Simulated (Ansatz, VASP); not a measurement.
**One calculation of AlRu, two programs**

```xyz
2
Lattice="0.0000 2.4687 2.4687 2.4687 0.0000 2.4687 2.4687 2.4687 0.0000" Properties=species:S:1:pos:R:3 pbc="T T T"
Ru    0.0000    0.0000    0.0000
Al    2.4687    2.4687    2.4687
```

Alike in both runs: functional r2SCAN; k mesh 13 × 13 × 13; occupations fermi-dirac, width 0.05 eV; no spin polarisation.

Ansatz relaxed the structure, and its values are those at the end. VASP's run is a single point on that final structure, the one shown.

```csv
,VASP,Ansatz
version,VASP 6.6.1,Ansatz 0.2.0
potentials or method,"VASP PAW PBE potentials, release 64 (Ru_pv, Al)","PAW with Ansatz's default frozen-core files, scalar-relativistic"
plane-wave cutoff (eV),520,500
valence electrons in the cell,17,19
```

|  | VASP | Ansatz | Ansatz less VASP |
| --- | --- | --- | --- |
| pressure (GPa) | 0.1 | 0.0 | -0.08 |

VASP's potentials were made for PBE, not for r2SCAN. VASP's potentials hold 17 valence electrons a cell and Ansatz's 19, so a difference there can come from the potentials and not from the codes.
